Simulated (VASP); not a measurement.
A run of VASP 6.6.1:

File INCAR:

```
SYSTEM = ZnCu
PREC     = Accurate       ! precision mode
ENCUT    = 520            ! plane-wave cutoff, eV
EDIFF    = 1E-8           ! SCF threshold, eV
ISMEAR   = -1             ! smearing method
SIGMA    = 0.05           ! smearing width, eV
LREAL    = .FALSE.        ! projectors in reciprocal space
LASPH    = .TRUE.         ! aspherical terms in the spheres
NELM     = 80             ! most SCF steps
ALGO     = Normal         ! electronic algorithm
ISIF     = 2              ! what is computed and relaxed
LWAVE    = .FALSE.        ! write WAVECAR
LCHARG   = .FALSE.        ! write CHGCAR
GGA      = PE             ! functional
LEFG     = .TRUE.       
NBANDS   = 18             ! bands
```

KPOINTS

```
regular mesh
0
G
  10 10 10
  0 0 0
```

POSCAR

```
ZnCu
1.0
    2.9450000000      0.0000000000      0.0000000000
    0.0000000000      2.9450000000      0.0000000000
    0.0000000000      0.0000000000      2.9450000000
Zn Cu
1 1
Direct
    0.4100000000      0.4100000000      0.4100000000
    0.0900000000      0.0900000000      0.0900000000
```

Potentials or basis: VASP PAW PBE potentials, release 64 (Zn, Cu).

Command:

```console
$ cat potpaw_PBE.64/Zn/POTCAR potpaw_PBE.64/Cu/POTCAR > POTCAR
$ mpirun -np 1 vasp_std > vasp.out
```

Hardware: 1 thread of Intel Xeon 8259CL, on a shared host.

**Question.** Estimate the wall time of this run.

**Answer.** Wall time 70 s on 1 thread of Intel Xeon 8259CL, on a shared host, peak memory 0.18 GiB. Counts: scf iterations 15, k points 116.
